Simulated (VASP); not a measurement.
Set up this calculation in VASP 6.6.1, as the native input.

```yaml
Task: single point
Functional: PBE
Potentials_or_basis: VASP PAW PBE potentials, release 64 (Si, B, C)
Cutoff: 520 eV
k_mesh: 6 × 6 × 4
Occupations: gaussian, width 0.1 eV
Spin: no spin polarisation
Dipole_correction: no
Further_INCAR_settings: ALGO = Normal; EDIFF = 1e-06; NBANDS = 19
```

The structure of SiB4C lies in POSCAR:

```
SiB4C
1.0
    2.9554674888      0.0000000000      0.0000000000
   -1.4777337444      2.5595099253      0.0000000000
    0.0000000000      0.0000000000      6.2508700376
Si B C
1 4 1
Direct
    0.0000000000      0.0000000000      0.5000000000
    0.3333333333      0.6666666667      0.7578810911
    0.3333333333      0.6666666667      0.2421189089
    0.6666666667      0.3333333333      0.7578810911
    0.6666666667      0.3333333333      0.2421189089
    0.0000000000      0.0000000000      0.0000000000
```

The cell was built from a structure type or drawn by symmetry, and may not be a known phase.

One way to write it, as run:

INCAR

```
SYSTEM = SiB4C
  ALGO = Normal
  EDIFF = 1E-6
  ENCUT = 520
  GGA = PE
  ISIF = 2
  ISMEAR = 0
  LASPH = .True.
  LCHARG = .False.
  LREAL = .False.
  LWAVE = .False.
  NBANDS = 19
  NELM = 60
  PREC = Accurate
  SIGMA = 0.1
```

KPOINTS

```
k-points
0
Gamma
  6 6 4
  0 0 0
```

Potentials or basis: VASP PAW PBE potentials, release 64 (Si, B, C).

The run is started by

```sh
$ cat potpaw_PBE.64/Si/POTCAR potpaw_PBE.64/B/POTCAR potpaw_PBE.64/C/POTCAR > POTCAR
$ mpirun -np 1 vasp_std > vasp.out
```

It gave:

```yaml
Pressure: 0.2 GPa
Largest_force: 0.008 eV/Å
Band_gap_on_the_k_mesh: zero (bands 10 and 11 overlap by 3.79 eV)
```

Caveat: the k points lie up to 0.41 Å⁻¹ apart, too coarse for converged energies and pressures of a metal.

Run time: 12 s on 1 thread of Intel(R) Xeon(R) Platinum 8259CL CPU @ 2.50GHz (Skylake/Cascade Lake) (shared host), peak memory 0.17 GiB.
